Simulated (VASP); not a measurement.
Input of a VASP 6.6.1 run:

Contents of POSCAR:

```
Cs
1.0
    0.0000000000      4.0563524147      4.0563524147
    4.0563524147      0.0000000000      4.0563524147
    4.0563524147      4.0563524147      0.0000000000
Cs
1
Direct
    0.0000000000      0.0000000000      0.0000000000
```

INCAR.step1

```
PREC = Accurate
ENCUT = 550
ISMEAR = -1
SIGMA = 0.1
LREAL = F
LASPH = T
NELM = 120
NBANDS = 10
GGA = PE
ALGO = Normal
EDIFF = 1E-5
LWAVE = T
LCHARG = F
GGA_COMPAT = F
```

Contents of INCAR.step2:

```
PREC = Accurate
ENCUT = 550
EDIFF = 1E-6
ISMEAR = -1
SIGMA = 0.1
LREAL = F
LASPH = T
NELM = 120
ALGO = Normal
ISIF = 2
LWAVE = F
LCHARG = T
METAGGA = R2SCAN
LMIXTAU = T
LELF = T
LVHAR = T
NBANDS = 10
ISTART = 1
GGA_COMPAT = F
```

Contents of KPOINTS:

```
Automatic mesh
0
Gamma
  8 8 8
```

Potentials or basis: VASP PAW PBE potentials, release 64 (Cs_sv).

Run with:

```sh
$ cat potpaw_PBE.64/Cs_sv/POTCAR > POTCAR
$ cp INCAR.step1 INCAR
$ mpirun -np 1 vasp_std > vasp.out
$ cp INCAR.step2 INCAR
$ mpirun -np 1 vasp_std > vasp.out
```

(1) What does it give for the pressure?

(2) What does it give for the band gap on the k mesh?

Answers

(1) -0.1 GPa.

(2) zero (an odd number of electrons rules out a gap without spin polarisation).

Caveat: the PAW data sets were made with another functional, which shifts forces and pressure a little; spin-orbit coupling is left out, which moves the levels of the heavy elements.
